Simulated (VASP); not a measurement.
Runs of VASP 6.6.1 on AsRu3. The structure is that of space group Pm-3m (No. 221), or close to it. The cells are those of the table. 

| task | cell | k mesh | cutoff (eV) | gap on the mesh (eV) | pressure (GPa) | relaxed volume (Å³/atom) |
| --- | --- | --- | --- | --- | --- | --- |
| relaxation of cell and atoms | relaxed from a = 3.847 Å, 4 atoms | 12 × 12 × 12 | 600 | none | 0.0 | 14.22 |
| relaxation of cell and atoms | relaxed from a = 3.879 Å, 4 atoms | 4 × 4 × 4 | 600 | none | -0.1 | 14.22 |
| single point | a = 3.847 Å, 4 atoms | 4 × 4 × 4 | 520 | none | (a) | - |
| single point | a = 3.846 Å, 4 atoms | 12 × 12 × 12 | 520 | none | 0.0 | - |
| single point | a = 3.879 Å, 4 atoms | 6 × 6 × 6 | 520 | none | -5.1 | - |

Alike in all rows: level PBE; potentials or basis VASP PAW PBE potentials, release 64 (As, Ru_pv); no spin polarisation; smearing gaussian 0.1 eV.

Fill in the values left out.

(a) -0.2.

Caveats: some runs use coarse meshes; the cell stands under tension (at least some runs).

A k mesh can miss the band edges, and the runs leave out spin-orbit coupling on As, Ru.

A gap of «none» marks levels without a gap at the run's occupations.
